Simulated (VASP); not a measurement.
A run of VASP 6.6.1 is set up as follows.

File POSCAR:

```
K
1.0
   -2.6781550000      2.6781550000      2.6781550000
    2.6781550000     -2.6781550000      2.6781550000
    2.6781550000      2.6781550000     -2.6781550000
K
1
Direct
    0.0000000000      0.0000000000      0.0000000000
```

The input INCAR.step1:

```
SYSTEM = K
PREC = Accurate
ENCUT = 520
ISMEAR = -1
SIGMA = 0.0258
LREAL = .False.
LASPH = .True.
NELM = 80
NBANDS = 10
GGA = PE
ALGO = Normal
EDIFF = 1E-4
LWAVE = .True.
LCHARG = .False.
```

Contents of INCAR.step2:

```
SYSTEM = K
PREC = Accurate
ENCUT = 520
EDIFF = 1E-6
ISMEAR = -1
SIGMA = 0.0258
LREAL = .False.
LASPH = .True.
NELM = 80
ALGO = Normal
ISIF = 2
LWAVE = .False.
LCHARG = .False.
METAGGA = R2SCAN
LMIXTAU = .True.
NBANDS = 10
ISTART = 1
```

The input KPOINTS:

```
Automatic mesh
0
Gamma
  9 9 9
  0 0 0
```

Potentials or basis: VASP PAW PBE potentials, release 64 (K_sv).

Command:

```sh
$ cat potpaw_PBE.64/K_sv/POTCAR > POTCAR
$ cp INCAR.step1 INCAR
$ mpirun -np 1 vasp_std > vasp.out
$ cp INCAR.step2 INCAR
$ mpirun -np 1 vasp_std > vasp.out
```

Problem. Predict the pressure.

Solution. 0.0 GPa.

Caveat: the PAW data sets were made with another functional, which shifts forces and pressure a little.
